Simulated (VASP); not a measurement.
Runs of VASP 6.6.1 on BaF2. The structure is cubic, space group Fm-3m (No. 225). Conventional cell: a = 6.194 Å, b = 6.194 Å, c = 6.194 Å, α = 90.00°, β = 90.00°, γ = 90.00°. Within 3.5 Å of Ba (site symmetry m-3m) lie 8 F at 2.68 Å. F (site symmetry -43m) has 4 Ba at 2.68 Å and 6 F at 3.10 Å within 3.5 Å. 

```tsv
level	potentials or basis	cutoff (eV)	grid for exact exchange (PRECFOCK)	share of exact exchange	screening parameter	gap on the mesh (eV)	pressure (GPa)
PBE	VASP PAW PBE potentials, release 64 (Ba_sv, F)	600	-	-	-	6.78	2.5
LDA	VASP PAW LDA potentials, release 64 (Ba_sv, F)	600	-	-	-	(a)	-3.3
HSE06	VASP PAW PBE potentials, release 64 (Ba_sv, F)	520	Normal	0.25	0.2079 1/Å	8.70	1.4
r2SCAN	VASP PAW PBE potentials, release 64 (Ba_sv, F)	660	-	-	-	7.34	(b)
```

Alike in all rows: task single point; no spin polarisation; cell as given; k mesh 4 × 4 × 4; smearing gaussian 0.01 eV.

**Question.** Estimate the missing entries.

**Answer.** (a) 6.40; (b) 0.9.

Caveats: all runs use coarse meshes; spin-orbit coupling is left out, which moves the levels of the heavy elements; the PAW data sets were made with another functional, which shifts forces and pressure a little (at least some runs).

A k mesh can miss the band edges, and the runs leave out spin-orbit coupling on Ba.
